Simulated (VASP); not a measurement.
Here is a VASP 6.6.1 calculation.

File INCAR:

```
SYSTEM = TaSb
PREC     = Accurate       ! precision mode
ENCUT    = 600            ! plane-wave cutoff, eV
EDIFF    = 1E-6           ! SCF threshold, eV
ISMEAR   = -1             ! smearing method
SIGMA    = 0.05           ! smearing width, eV
LREAL    = .False.        ! projectors in reciprocal space
LASPH    = .True.         ! aspherical terms in the spheres
NELM     = 100            ! most SCF steps
ALGO     = Normal         ! electronic algorithm
ISIF     = 3              ! what is computed and relaxed
LWAVE    = .False.        ! write WAVECAR
LCHARG   = .False.        ! write CHGCAR
GGA      = PE             ! functional
IBRION   = 2              ! ionic algorithm
NSW      = 32             ! ionic steps
EDIFFG   = -0.005         ! ionic threshold
PSTRESS  = 710.0
```

The input KPOINTS:

```
regular mesh
0
Gamma
  13 13 13
  0 0 0
```

File POSCAR:

```
TaSb
1.0
    3.1243660782      0.0000000000      0.0000000000
    0.0000000000      3.1243660782      0.0000000000
    0.0000000000      0.0000000000      3.1243660782
Ta Sb
1 1
Direct
    0.0000000000      0.0000000000      0.0000000000
    0.5000000000      0.5000000000      0.5000000000
```

Potentials or basis: VASP PAW PBE potentials, release 64 (Ta_pv, Sb).

Run with:

```bash
$ cat potpaw_PBE.64/Ta_pv/POTCAR potpaw_PBE.64/Sb/POTCAR > POTCAR
$ mpirun -np 1 vasp_std > vasp.out
```

Q: What does it give for the relaxed cell?

A: a = 3.126 Å, b = 3.126 Å, c = 3.126 Å, α = 90.00°, β = 90.00°, γ = 90.00°.

Q: Estimate the relaxed volume.

A: 15.27 Å³/atom.

Q: Predict the space group after relaxing (to 0.1 Å).

A: Pm-3m (No. 221).

Final structure:
```yaml
crystal:
  lattice:
    - [3.12570, 0.00000, 0.00000]
    - [0.00000, 3.12570, 0.00000]
    - [0.00000, 0.00000, 3.12570]
  atoms:
    - { symbol: Ta, position: [0.00000, 0.00000, 0.00000] }
    - { symbol: Sb, position: [0.50000, 0.50000, 0.50000] }
```

Caveat: the cell is relaxed towards a set pressure, so the run minimises the enthalpy, not the energy.
